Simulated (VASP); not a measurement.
# SiC (P6_3mc) in VASP: a series of runs

SiC is run at these levels: PBE; tasks: single point.

Program: VASP 6.6.1. These are calculated values, not measurements. Logs are shortened: lines on timing, memory, paths and dates and some standing lists are left out, and cuts for length are marked.

## Step 1: The cell of the first run

Symmetry: P6_3mc, No. 186, hexagonal system. The conventional cell has a = 3.094 Å, b = 3.094 Å, c = 10.129 Å, α = 90.00°, β = 90.00°, γ = 120.00°. Si (site symmetry 3m) has 4 C at 1.90 Å within 2.5 Å. Within 2.5 Å of Si (site symmetry 3m) lie 4 C at 1.89 to 1.90 Å. C (site symmetry 3m) has 4 Si at 1.89 to 1.90 Å within 2.5 Å. C (site symmetry 3m) has 4 Si at 1.90 Å within 2.5 Å.

## Step 2: Single point, PBE

Contents of INCAR:

```
  ALGO = Normal
  EDIFF = 1E-6
  ENCUT = 520
  GGA = PE
  ISIF = 2
  ISMEAR = 0
  LASPH = T
  LCHARG = F
  LREAL = F
  LWAVE = F
  NBANDS = 26
  NELM = 60
  PREC = Accurate
  SIGMA = 0.02
```

Contents of KPOINTS:

```
k-points
0
Gamma
  12 12 4
```

Contents of POSCAR:

```
SiC
1.0
    3.0941201812      0.0000000000      0.0000000000
   -1.5470600906      2.6795866793      0.0000000000
    0.0000000000      0.0000000000     10.1293391981
Si C
4 4
Direct
    0.6666666667      0.3333333333      0.9378441878
    0.3333333333      0.6666666667      0.4378441878
    0.0000000000      0.0000000000      0.6878995565
    0.0000000000      0.0000000000      0.1878995565
    0.6666666667      0.3333333333      0.7498074459
    0.3333333333      0.6666666667      0.2498074459
    0.0000000000      0.0000000000      0.5004478099
    0.0000000000      0.0000000000      0.0004478099
```

Potentials or basis: VASP PAW PBE potentials, release 64 (Si, C).

Run with:

```console
$ cat potpaw_PBE.64/Si/POTCAR potpaw_PBE.64/C/POTCAR > POTCAR
$ mpirun -np 1 vasp_std > vasp.out
```

OUTCAR:

```text
EDIFF = 1E-6
   ENCUT = 520
   GGA = PE
   ISIF = 2
   ISMEAR = 0
   LASPH = T
   LREAL = F
   NELM = 60
   PREC = Accurate

 ion  position               nearest neighbor table
   1  0.667  0.333  0.938-   8 1.90   8 1.90   8 1.90   5 1.90   3 3.10   3 3.10   3 3.10   4 3.10
                             4 3.10   4 3.10
   2  0.333  0.667  0.438-   7 1.90   7 1.90   7 1.90   6 1.90   4 3.10   4 3.10   4 3.10   3 3.10
                             3 3.10   3 3.10
   3  0.000  0.000  0.688-   5 1.89   5 1.89   5 1.89   7 1.90   1 3.10   1 3.10   1 3.10   2 3.10
                             2 3.10   2 3.10
   4  0.000  0.000  0.188-   6 1.89   6 1.89   6 1.89   8 1.90   2 3.10   2 3.10   2 3.10   1 3.10
                             1 3.10   1 3.10
   5  0.667  0.333  0.750-   3 1.89   3 1.89   3 1.89   1 1.90
   6  0.333  0.667  0.250-   4 1.89   4 1.89   4 1.89   2 1.90
   7  0.000  0.000  0.500-   2 1.90   2 1.90   2 1.90   3 1.90
   8  0.000  0.000  0.000-   1 1.90   1 1.90   1 1.90   4 1.90

  LATTYP: Found a hexagonal cell.
 ALAT       =     3.0941201812
 C/A-ratio  =     3.2737381242

  Lattice vectors:

 A1 = (   3.0941201812,   0.0000000000,   0.0000000000)
 A2 = (  -1.5470600906,   2.6795866793,   0.0000000000)
 A3 = (   0.0000000000,   0.0000000000,  10.1293391981)

Analysis of symmetry for initial positions (statically):
=====================================================================
 Subroutine PRICEL returns:
 Original cell was already a primitive cell.

 Routine SETGRP: Setting up the symmetry group for a
 hexagonal supercell.

 Subroutine GETGRP returns: Found 12 space group operations
 (whereof  6 operations were pure point group operations)
 out of a pool of 24 trial point group operations.

The static configuration has the point symmetry C_3v.
 The point group associated with its full space group is C_6v.

Analysis of symmetry for dynamics (positions and initial velocities):
=====================================================================
 Subroutine PRICEL returns:
 Original cell was already a primitive cell.

 Routine SETGRP: Setting up the symmetry group for a
 hexagonal supercell.

 Subroutine GETGRP returns: Found 12 space group operations
 (whereof  6 operations were pure point group operations)
 out of a pool of 24 trial point group operations.

The dynamic configuration has the point symmetry C_3v.
 The point group associated with its full space group is C_6v.

 Subroutine INISYM returns: Found 12 space group operations
 (whereof  6 operations are pure point group operations),
 and found     1 'primitive' translations

----------------------------------------------------------------------------------------

                                     Primitive cell

  volume of cell :      83.9820

  direct lattice vectors                    reciprocal lattice vectors
     3.094120181  0.000000000  0.000000000     0.323193652  0.186595942  0.000000000
    -1.547060091  2.679586679  0.000000000     0.000000000  0.373191884  0.000000000
     0.000000000  0.000000000 10.129339198     0.000000000  0.000000000  0.098723123

  length of vectors
     3.094120181  3.094120181 10.129339198     0.373191884  0.373191884  0.098723123

  position of ions in fractional coordinates (direct lattice)
     0.666666667  0.333333333  0.937844188
     0.333333333  0.666666667  0.437844188
     0.000000000  0.000000000  0.687899556
     0.000000000  0.000000000  0.187899556
     0.666666667  0.333333333  0.749807446
     0.333333333  0.666666667  0.249807446
     0.000000000  0.000000000  0.500447810
     0.000000000  0.000000000  0.000447810

  ion indices of the primitive-cell ions
   primitive index   ion index
                 1           1
                 2           2
                 3           3
                 4           4
                 5           5
                 6           6
                 7           7
                 8           8

----------------------------------------------------------------------------------------

 KPOINTS: k-points

Automatic generation of k-mesh.
 Grid dimensions read from file:
 generate k-points for:   12   12    4

 Generating k-lattice:

  Cartesian coordinates                     Fractional coordinates (reciprocal lattice)
     0.026932804  0.015549662  0.000000000     0.083333333  0.000000000  0.000000000
     0.000000000  0.031099324  0.000000000     0.000000000  0.083333333  0.000000000
     0.000000000  0.000000000  0.024680781     0.000000000  0.000000000  0.250000000

  Length of vectors
     0.031099324  0.031099324  0.024680781

  Shift w.r.t. Gamma in fractional coordinates (k-lattice)
     0.000000000  0.000000000  0.000000000

 Subroutine IBZKPT returns following result:
 ===========================================

 Found     57 irreducible k-points:

 Following reciprocal coordinates:
            Coordinates               Weight
  0.000000  0.000000  0.000000      1.000000
  0.083333 -0.000000  0.000000      6.000000
  0.166667  0.000000  0.000000      6.000000
  0.250000  0.000000  0.000000      6.000000
  0.333333  0.000000  0.000000      6.000000
  0.416667 -0.000000  0.000000      6.000000
[... 16 lines left out ...]
  0.250000  0.000000  0.250000     12.000000
  0.333333  0.000000  0.250000     12.000000
 [... further k-points ...]
   k-points           NKPTS =     57   k-points in BZ     NKDIM =     57   number of bands    NBANDS=     26
   number of dos      NEDOS =    301   number of ions     NIONS =      8
   total plane-waves  NPLWV =  46080
   dimension x,y,z NGX =    24 NGY =   24 NGZ =   80
   dimension x,y,z NGXF=    48 NGYF=   48 NGZF=  160
   ions per type =               4   4
   NGX,Y,Z   is equivalent  to a cutoff of  12.90, 12.90, 13.13 a.u.
   NGXF,Y,Z  is equivalent  to a cutoff of  25.79, 25.79, 26.26 a.u.
 SYSTEM =  unknown system
   PREC   = accura    normal or accurate (medium, high low for compatibility)
   ISTART =      0    job   : 0-new  1-cont  2-samecut
   ICHARG =      2    charge: 1-file 2-atom 10-const
   ISPIN  =      1    spin polarized calculation?
   LNONCOLLINEAR =      F non collinear calculations
   LSORBIT =      F    spin-orbit coupling
   LASPH  =      T    aspherical Exc in radial PAW
   ENCUT  =  520.0 eV  38.22 Ry    6.18 a.u.   5.75  5.75 18.83*2*pi/ulx,y,z
   NELM   =     60;   NELMIN=  2; NELMDL= -5     # of ELM steps
   EDIFF  = 0.1E-05   stopping-criterion for ELM
   LREAL  =      F    real-space projection
   EDIFFG = 0.1E-04   stopping-criterion for IOM
   NSW    =      0    number of steps for IOM
   IBRION =     -1    ionic relax: 0-MD 1-quasi-New 2-CG
   NFREE  =      0    steps in history (QN), initial steepest desc. (CG)
   ISIF   =      2    stress and relaxation
   ISYM   =      2    0-nonsym 1-usesym 2-fastsym
   POTIM  = 0.5000    time-step for ionic-motion
   TEBEG  =    0.0;   TEEND  =   0.0 temperature during run
   PSTRESS=    0.0 pullay stress
   NELECT =      32.0000    total number of electrons
   NUPDOWN=      -1.0000    fix difference up-down
   EMIN   =  10.00;   EMAX   =-10.00  energy-range for DOS
   EFERMI =   0.00;   METHOD = LEGACY
   ISMEAR =     0;   SIGMA  =   0.02  broadening in eV -4-tet -1-fermi 0-gaus
   EFERMI_NEDOS =   21; number of points for ismear=-14 and -15
   IALGO  =     38    algorithm
   IMIX   =      4    mixing-type and parameters
     AMIX     =   0.40;   BMIX     =  1.00
     AMIX_MAG =   1.60;   BMIX_MAG =  1.00
  volume/ion in A,a.u.               =      10.50        70.84
  Fermi-wavevector in a.u.,A,eV,Ry     =   1.186851  2.242823 19.165368  1.408615
  Thomas-Fermi vector in A             =   2.323015
   LORBIT       =      0    0 simple, 1 ext, 2 COOP (PROOUT), +10 PAW based schemes
   GGA     = PE    functional components
   LHFCALC =     F    Hartree Fock is set to
   AEXX    =    0.0000 exact exchange contribution
   IVDW    =     0    specifies the selected vdW correction
   LEPSILON=     F    determine dielectric tensor
   LRPA    =     F    only Hartree local field effects (RPA)
 non-spin polarized calculation
 Gauss-broadening in eV      SIGMA  =   0.02
  energy-cutoff  :      520.00
  volume of cell :       83.98
 maximum number of plane-waves:      2280
 NGX is ok and might be reduce to    24
   NGX = 11   NGY = 11   NGZ = 37

 number of electron      32.0000001 magnetization

 Free energy of the ion-electron system (eV)
  ---------------------------------------------------
  ext. energy  EPLUGINS =         0.00000000
  ---------------------------------------------------
  free energy    TOTEN  =       -60.24903482 eV

  energy without entropy =      -60.24903482  energy(sigma->0) =      -60.24903482

 E-fermi :   8.1021     XC(G=0): -11.2898

 val. band max:        8.0107861344   @ k =   0.0000   0.0000   0.0000
 cond. band min:      10.2336841614   @ k =   0.5000   0.0000   0.0000
 fundamental gap:      2.2228980271
 Fermi energy:         8.1021382384

 k-point     1 :       0.0000    0.0000    0.0000
  band No.  band energies     occupation
      1      -7.3547      2.00000
      2      -6.1916      2.00000
      3      -6.1559      2.00000
      4      -3.8427      2.00000
      5      -0.5168      2.00000
      6       3.6583      2.00000
[... 18 lines left out ...]
     25      15.2995      0.00000
     26      15.9843      0.00000

 k-point     2 :       0.0833   -0.0000    0.0000
  band No.  band energies     occupation
      1      -7.2355      2.00000
      2      -6.0764      2.00000
      3      -6.0401      2.00000
      4      -3.7420      2.00000
      5      -0.4081      2.00000
      6       3.6940      2.00000
[... 18 lines left out ...]
     25      15.3645      0.00000
     26      15.8702      0.00000

 k-point     3 :       0.1667    0.0000    0.0000
  band No.  band energies     occupation
      1      -6.8809      2.00000
      2      -5.7350      2.00000
      3      -5.6967      2.00000
      4      -3.4491      2.00000
      5      -0.0921      2.00000
      6       3.6663      2.00000
[... 18 lines left out ...]
     25      15.9232      0.00000
     26      16.0985      0.00000

 k-point     4 :       0.2500    0.0000    0.0000
  band No.  band energies     occupation
      1      -6.3017      2.00000
      2      -5.1830      2.00000
      3      -5.1406      2.00000
      4      -3.0018      2.00000
      5       0.3792      2.00000
      6       2.7602      2.00000
[... 18 lines left out ...]
     25      16.4146      0.00000
     26      16.9674      0.00000

 k-point     5 :       0.3333    0.0000    0.0000
  band No.  band energies     occupation
      1      -5.5236      2.00000
      2      -4.4626      2.00000
      3      -4.4106      2.00000
      4      -2.5201      2.00000
      5       0.6830      2.00000
      6       1.4129      2.00000
[... 18 lines left out ...]
     25      16.6043      0.00000
     26      16.9232      0.00000

 k-point     6 :       0.4167   -0.0000    0.0000
  band No.  band energies     occupation
      1      -4.6205      2.00000
      2      -3.7176      2.00000
      3      -3.6291      2.00000
      4      -2.3479      2.00000
      5       0.0388      2.00000
      6       0.3854      2.00000
[... 427 lines left out ...]
 k-point    21 :       0.0833   -0.0000    0.2500
  band No.  band energies     occupation
      1      -7.1602      2.00000
      2      -6.5654      2.00000
      3      -5.4323      2.00000
      4      -4.0625      2.00000
      5       0.0324      2.00000
      6       2.3310      2.00000
[... 18 lines left out ...]
     25      15.4108      0.00000
     26      15.8068      0.00000

 k-point    22 :       0.1667    0.0000    0.2500
  band No.  band energies     occupation
      1      -6.8063      2.00000
      2      -6.2173      2.00000
      3      -5.0984      2.00000
      4      -3.7580      2.00000
      5       0.3264      2.00000
      6       2.4836      2.00000
[... 18 lines left out ...]
     25      15.9690      0.00000
     26      16.1654      0.00000

 k-point    23 :       0.2500    0.0000    0.2500
  band No.  band energies     occupation
      1      -6.2284      2.00000
      2      -5.6513      2.00000
      3      -4.5624      2.00000
      4      -3.2860      2.00000
      5       0.7334      2.00000
      6       2.3360      2.00000
[... 18 lines left out ...]
     25      16.6644      0.00000
     26      17.0061      0.00000

 k-point    24 :       0.3333    0.0000    0.2500
  band No.  band energies     occupation
      1      -5.4531      2.00000
      2      -4.9007      2.00000
      3      -3.8772      2.00000
      4      -2.7491      2.00000
      5       0.7802      2.00000
      6       1.3091      2.00000
[... 18 lines left out ...]
     25      16.5312      0.00000
     26      17.1653      0.00000

 [... further k-points ...]

------------------------ aborting loop because EDIFF is reached ----------------------------------------

  FORCE on cell =-STRESS in cart. coord.  units (eV):
  Direction    XX          YY          ZZ          XY          YZ          ZX
  --------------------------------------------------------------------------------------
  -------------------------------------------------------------------------------------
  Total       -0.0270357     -0.0270357     -0.0234730      0.0000000      0.0000000      0.0000000
  in kB       -0.5157766     -0.5157766     -0.4478095      0.0000000      0.0000000      0.0000000
  external PRESSURE =      -0.4931209 kB  Pullay stress =       0.0000000 kB

 VOLUME and BASIS-vectors are now :
 -----------------------------------------------------------------------------
  energy-cutoff  :      520.00
  volume of cell :       83.98
      direct lattice vectors                 reciprocal lattice vectors
     3.094120181  0.000000000  0.000000000     0.323193652  0.186595942  0.000000000
    -1.547060091  2.679586679  0.000000000     0.000000000  0.373191884  0.000000000
     0.000000000  0.000000000 10.129339198     0.000000000  0.000000000  0.098723123

 POSITION                                       TOTAL-FORCE (eV/Angst)
 -----------------------------------------------------------------------------------
      1.54706      0.89320      9.49974         0.000000     -0.000000      0.001146
     -0.00000      1.78639      4.43507        -0.000000      0.000000      0.001146
      0.00000      0.00000      6.96797         0.000000     -0.000000     -0.001267
      0.00000      0.00000      1.90330        -0.000000      0.000000     -0.001267
      1.54706      0.89320      7.59505        -0.000000      0.000000     -0.000125
     -0.00000      1.78639      2.53038         0.000000     -0.000000     -0.000125
      0.00000      0.00000      5.06921         0.000000      0.000000      0.000246
      0.00000      0.00000      0.00454        -0.000000     -0.000000      0.000246
 -----------------------------------------------------------------------------------
    total drift:                                0.000000      0.000000     -0.000926

  FREE ENERGIE OF THE ION-ELECTRON SYSTEM (eV)
  ---------------------------------------------------
  free  energy   TOTEN  =       -60.2490348163 eV

  energy  without entropy=      -60.2490348163  energy(sigma->0) =      -60.24903482
```

Wall time 95 s (1 thread of Intel Xeon Platinum 8175M at 2.50GHz (Skylake/Cascade Lake), shared host); peak memory 0.25 GiB.

Results:

```yaml
Free_energy: -60.2490 eV
Pressure: 0.0 GPa
Band_gap_on_the_k_mesh: 2.22 eV, indirect (least direct gap 3.34 eV)
```

A k mesh can miss the band edges. Expect the measured gap to be larger: semilocal functionals such as PBE lack the derivative discontinuity.

[end of part 1 of 3]
